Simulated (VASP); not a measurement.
Crystal: MnS.

```
Mn S
1.0
     0.00000    2.60450    2.60450
     2.60450    0.00000    2.60450
     2.60450    2.60450    0.00000
Mn S
1 1
Direct
  0.00000 0.00000 0.00000
  0.50000 0.50000 0.50000
```

- Program: VASP 6.6.1
- Task: relaxation of cell and atoms
- Functional: RPBE
- Dispersion: D4
- Potentials or basis: VASP PAW PBE potentials, release 64 (Mn_pv, S)
- Cutoff: 600 eV
- k mesh: 9 × 9 × 9
- Occupations: fermi-dirac, width 0.05 eV
- Spin: collinear spin, ferromagnetic start
- Starting moments: [4.0, 0.0] μB

At the start: pressure -6.6 GPa; volume 17.67 Å³/atom.

Task: Where does the relaxation end?

Result: Over 5 steps the energy falls by 50.9 meV/atom and the volume is 15.17 Å³/atom (-14.1 %); space group Fm-3m (No. 225, to 0.1 Å) before and after; moment 4.24 μB per cell.

The path:
| step | energy change (eV) | largest force (eV/Å) | pressure (GPa) | volume (Å³) |
| --- | --- | --- | --- | --- |
| 1 | 0.0000 | 0.0000 | -6.57 | 35.33 |
| 2 | -0.0940 | 0.0000 | -1.89 | 31.76 |
| 3 | -0.1018 | 0.0000 | -0.10 | 30.41 |
| 4 | -0.1018 | 0.0000 | 0.08 | 30.31 |
| 5 | -0.1018 | 0.0000 | -0.04 | 30.35 |

Final structure:
```cif
data_structure
_symmetry_space_group_name_H-M 'P 1'
_symmetry_Int_Tables_number 1
_cell_length_a 3.5012
_cell_length_b 3.5012
_cell_length_c 3.5012
_cell_angle_alpha 60.000
_cell_angle_beta 60.000
_cell_angle_gamma 60.000
_cell_volume 30.35
loop_
_atom_site_label
_atom_site_type_symbol
_atom_site_fract_x
_atom_site_fract_y
_atom_site_fract_z
_atom_site_occupancy
Mn1 Mn 0.00000 0.00000 0.00000 1
S1 S 0.50000 0.50000 0.50000 1
```

Caveat: the PAW data sets were made with another functional, which shifts forces and pressure a little; a cell with one magnetic atom can't hold antiferromagnetic order, which such compounds often take.
